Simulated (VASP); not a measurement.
Crystal: Al.

```xyz
4
Lattice="2.8271 0.0000 0.0000 -1.4135 2.4483 0.0000 0.0000 0.0000 9.1860" Properties=species:S:1:pos:R:3 pbc="T T T"
Al    0.0000    0.0000    0.0000
Al    0.0000    1.6322    2.2965
Al    0.0000    0.0000    4.5930
Al    1.4135    0.8161    6.8895
```

This isn't the form of Al at room conditions, which is fcc.

```yaml
Program: VASP 6.6.1
Task: relaxation of cell and atoms
Functional: PBE
Potentials_or_basis: VASP PAW PBE potentials, release 64 (Al)
Cutoff: 600 eV
k_mesh: 18 × 18 × 6
Occupations: gaussian, width 0.1 eV
Spin: no spin polarisation
```

At the start: pressure 3.4 GPa; volume 15.90 Å³/atom.

Q: Where does the relaxation end?

A: Over 9 steps the energy falls by 7.0 meV/atom and the volume is 16.54 Å³/atom (+4.0 %); space group P6_3/mmc (No. 194, to 0.1 Å) before and after.

The path:
```tsv
step	energy change (eV)	largest force (eV/Å)	pressure (GPa)	volume (Å³)
1	0.0000	0.0000	3.38	63.58
2	-0.0262	0.0000	-0.63	66.72
3	-0.0272	0.0000	-0.04	66.20
4	-0.0271	0.0000	-0.10	66.26
5	-0.0278	0.0000	-0.09	66.25
6	-0.0280	0.0000	-0.07	66.24
7	-0.0281	0.0000	-0.08	66.24
8	-0.0281	0.0000	-0.08	66.24
9	-0.0281	0.0000	0.03	66.15
```

Final structure:
```cif
data_structure
_symmetry_space_group_name_H-M 'P 1'
_symmetry_Int_Tables_number 1
_cell_length_a 2.8537
_cell_length_b 2.8537
_cell_length_c 9.3799
_cell_angle_alpha 90.000
_cell_angle_beta 90.000
_cell_angle_gamma 120.000
_cell_volume 66.15
loop_
_atom_site_label
_atom_site_type_symbol
_atom_site_fract_x
_atom_site_fract_y
_atom_site_fract_z
_atom_site_occupancy
Al1 Al 0.00000 0.00000 0.00000 1
Al2 Al 0.33333 0.66667 0.25000 1
Al3 Al 0.00000 0.00000 0.50000 1
Al4 Al 0.66667 0.33333 0.75000 1
```
